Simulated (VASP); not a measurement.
# CO2 (P4_2/mnm) in VASP: notebook, part 2 of 2

VASP 6.6.1.

## 3. Relaxation of cell and atoms, PBEsol

This run uses another cell than the first one, of 9.13 Å³/atom, 1.083 times its volume.

The input, INCAR:

```
SYSTEM = CO2
PREC     = Accurate       ! precision mode
ENCUT    = 600            ! plane-wave cutoff, eV
EDIFF    = 1E-7           ! SCF threshold, eV
ISMEAR   = -1             ! smearing method
SIGMA    = 0.02           ! smearing width, eV
LREAL    = .FALSE.        ! projectors in reciprocal space
LASPH    = .TRUE.         ! aspherical terms in the spheres
NELM     = 80             ! most SCF steps
ALGO     = Normal         ! electronic algorithm
ISIF     = 3              ! what is computed and relaxed
LWAVE    = .FALSE.        ! write WAVECAR
LCHARG   = .FALSE.        ! write CHGCAR
GGA      = PS             ! functional
IBRION   = 2              ! ionic algorithm
NSW      = 60             ! ionic steps
EDIFFG   = -0.02          ! ionic threshold
```

The input, KPOINTS:

```
Automatic mesh
0
G
  5 5 10
  0 0 0
```

The input, POSCAR:

```
CO2
1.0
    5.0643663832      0.0000000000      0.0000000000
    0.0000000000      5.0643663832      0.0000000000
    0.0000000000      0.0000000000      2.1364343270
C O
2 4
Direct
    0.0000000000      0.0000000000      0.0000000000
    0.5000000000      0.5000000000      0.5000000000
    0.3612146980      0.3612146980      0.0000000000
    0.1387853020      0.8612146980      0.5000000000
    0.6387853020      0.6387853020      0.0000000000
    0.8612146980      0.1387853020      0.5000000000
```

Potentials or basis: VASP PAW PBE potentials, release 64 (C, O).

Started as:

```bash
$ cat potpaw_PBE.64/C/POTCAR potpaw_PBE.64/O/POTCAR > POTCAR
$ mpirun -np 1 vasp_std > vasp.out
```

OUTCAR:

```text
SYSTEM = CO2
   PREC = Accurate
   ENCUT = 600
   EDIFF = 1E-7
   ISMEAR = -1
   LREAL = .FALSE.
   LASPH = .TRUE.
   NELM = 80
   ISIF = 3
   GGA = PS
   IBRION = 2
   NSW = 60
   EDIFFG = -0.02

 ion  position               nearest neighbor table
   1  0.000  0.000  0.000-   4 1.46   6 1.46   4 1.46   6 1.46
   2  0.500  0.500  0.500-   3 1.46   5 1.46   3 1.46   5 1.46
   3  0.361  0.361  0.000-   2 1.46   2 1.46
   4  0.139  0.861  0.500-   1 1.46   1 1.46
   5  0.639  0.639  0.000-   2 1.46   2 1.46
   6  0.861  0.139  0.500-   1 1.46   1 1.46

  LATTYP: Found a simple tetragonal cell.
 ALAT       =     5.0643663832
 C/A-ratio  =     0.4218561939

  Lattice vectors:

[... 507 lines left out ...]

 number of electron      32.0000010 magnetization

 Free energy of the ion-electron system (eV)
  ---------------------------------------------------
  ext. energy  EPLUGINS =         0.00000000
  ---------------------------------------------------
  free energy    TOTEN  =       -39.86268340 eV

  energy without entropy =      -39.86268340  energy(sigma->0) =      -39.86268340

 E-fermi :   2.3149     XC(G=0): -10.6423

 val. band max:        1.9086531006   @ k =   0.2000   0.2000   0.0000
 cond. band min:       2.6949031674   @ k =   0.2000   0.2000   0.5000
 fundamental gap:      0.7862500668
 Fermi energy:         2.3148740666

 k-point     1 :       0.0000    0.0000    0.0000
  band No.  band energies     occupation
      1     -22.4442      2.00000
      2     -21.9196      2.00000
      3     -17.9272      2.00000
      4     -17.9272      2.00000
      5      -6.2298      2.00000
      6      -5.5067      2.00000
[... 541 lines left out ...]
     19       8.8072      0.00000
     20       8.8296      0.00000

 [... further k-points ...]
[... 5 lines left out ...]
  --------------------------------------------------------------------------------------
  -------------------------------------------------------------------------------------
  Total        0.0443561      0.0443561      0.0337622     -0.0000000      0.0000000      0.0000000
  in kB        1.3377182      1.3377182      1.0182212     -0.0000000      0.0000000      0.0000000
  external PRESSURE =       1.2312192 kB  Pullay stress =       0.0000000 kB
[... 21 lines left out ...]
  FREE ENERGIE OF THE ION-ELECTRON SYSTEM (eV)
  ---------------------------------------------------
  free  energy   TOTEN  =       -39.8626834034 eV

  energy  without entropy=      -39.8626834029  energy(sigma->0) =      -39.86268340

 reached required accuracy - stopping structural energy minimisation
```

OSZICAR:

```text
N       E                     dE             d eps       ncg     rms          rms(c)
DAV:   1     0.211729011348E+03    0.21173E+03   -0.20164E+04  1440   0.175E+03
[... 87 lines left out ...]
DAV:   3    -0.398643068828E+02    0.92971E-02   -0.14789E-02  1648   0.950E-01    0.269E-01
DAV:   4    -0.398626918613E+02    0.16150E-02   -0.78037E-03  1572   0.641E-01    0.632E-02
DAV:   5    -0.398626804958E+02    0.11365E-04   -0.28972E-04  1544   0.146E-01    0.258E-02
DAV:   6    -0.398626810393E+02   -0.54346E-06   -0.44397E-05  1580   0.545E-02    0.586E-03
DAV:   7    -0.398626824069E+02   -0.13676E-05   -0.28360E-06  1580   0.133E-02    0.221E-03
DAV:   8    -0.398626834073E+02   -0.10004E-05   -0.69717E-07  1472   0.587E-03    0.501E-04
DAV:   9    -0.398626834034E+02    0.39595E-08   -0.21489E-08   768   0.115E-03
   9 F= -.39862683E+02 E0= -.39862683E+02  d E =-.354152E-02
```

CONTCAR:

```text
CO2
   1.00000000000000
     4.9802644596850314    0.0000000000000000    0.0000000000000000
     0.0000000000000000    4.9802644596850314    0.0000000000000000
     0.0000000000000000    0.0000000000000000    2.1418760557508647
  C               O
     2     4
Direct
     0.0000000000000000    0.0000000000000000    0.0000000000000000
     0.5000000000000000    0.5000000000000000    0.5000000000000000
     0.3586609793774659    0.3586609793774659    0.0000000000000000
     0.1413390206225341    0.8586609793774659    0.5000000000000000
     0.6413390206225341    0.6413390206225341    0.0000000000000000
     0.8586609793774659    0.1413390206225341    0.5000000000000000

  0.00000000E+00  0.00000000E+00  0.00000000E+00
  0.00000000E+00  0.00000000E+00  0.00000000E+00
  0.00000000E+00  0.00000000E+00  0.00000000E+00
  0.00000000E+00  0.00000000E+00  0.00000000E+00
  0.00000000E+00  0.00000000E+00  0.00000000E+00
  0.00000000E+00  0.00000000E+00  0.00000000E+00
```

Wall time 6.2 min (1 thread of Oxide Virtual Turin-like, shared host); peak memory 0.15 GiB.

What came out:

* Free energy: -39.8627 eV
* Relaxed volume: 8.85 Å³/atom
* Relaxed cell: a = 4.980 Å, b = 4.980 Å, c = 2.142 Å, α = 90.00°, β = 90.00°, γ = 90.00°
* Space group after relaxing (to 0.05 Å): P4_2/mnm (No. 136)
* Energy gained by relaxing: 1.0 meV/atom
* Ionic steps: 9
* Pressure after relaxing: 0.1 GPa
* Largest force after relaxing: 0.010 eV/Å
* Band gap on the k mesh: 0.79 eV, indirect (least direct gap 1.27 eV)

Forces in eV/Å, atoms in the order of the input:
```
C    0.000  0.000  0.000
C    0.000  0.000  0.000
O   -0.007 -0.007  0.000
O    0.007 -0.007  0.000
O    0.007  0.007  0.000
O   -0.007  0.007  0.000
```

The path:
```
step  energy change (eV)  largest force (eV/Å)  pressure (GPa)  volume (Å³)
   1              0.0000                0.1785            0.88        54.79
   2              0.0061                0.3947           -3.18        55.19
   3             -0.0016                0.0060           -0.43        54.92
   4             -0.0022                0.0698           -0.59        54.79
   5             -0.0022                0.0750           -0.60        54.78
   6             -0.0025                0.0718           -0.57        54.71
   7             -0.0034                0.0623           -0.49        54.48
   8             -0.0048                0.0441           -0.30        54.03
   9             -0.0057                0.0103            0.12        53.13
```

Final structure:
```cif
data_structure
_symmetry_space_group_name_H-M 'P 1'
_symmetry_Int_Tables_number 1
_cell_length_a 4.9803
_cell_length_b 4.9803
_cell_length_c 2.1419
_cell_angle_alpha 90.000
_cell_angle_beta 90.000
_cell_angle_gamma 90.000
_cell_volume 53.13
loop_
_atom_site_label
_atom_site_type_symbol
_atom_site_fract_x
_atom_site_fract_y
_atom_site_fract_z
_atom_site_occupancy
C1 C 0.00000 0.00000 0.00000 1
C2 C 0.50000 0.50000 0.50000 1
O1 O 0.35866 0.35866 0.00000 1
O2 O 0.14134 0.85866 0.50000 1
O3 O 0.64134 0.64134 0.00000 1
O4 O 0.85866 0.14134 0.50000 1
```

Caveat: the PAW data sets were made with another functional, which shifts forces and pressure a little.
